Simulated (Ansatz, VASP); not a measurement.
## One calculation of Pt, two programs

```
CELL_PARAMETERS angstrom
-1.63037 1.63037 1.63037
1.63037 -1.63037 1.63037
1.63037 1.63037 -1.63037
ATOMIC_POSITIONS crystal
Pt 0.00000 0.00000 0.00000
```

Alike in both runs: task single point; functional revPBE; k mesh 16 × 16 × 16; occupations fermi-dirac, width 0.1 eV; no spin polarisation.

|  | VASP | Ansatz |
| --- | --- | --- |
| version | VASP 6.6.1 | Ansatz 0.2.0 |
| potentials or method | VASP PAW PBE potentials, release 64 (Pt), cutoff 520 eV | plane waves (420 eV) with PAW, scalar-relativistic |
| valence electrons in the cell | 10 | 18 |

|  | VASP | Ansatz | Ansatz less VASP |
| --- | --- | --- | --- |
| pressure (GPa) | -14.2 | -13.9 | +0.32 |

VASP's potentials were made for PBE, not for revPBE. VASP's potentials hold 10 valence electrons a cell and Ansatz's 18, so a difference there can come from the potentials and not from the codes.

Spin-orbit coupling is off throughout.
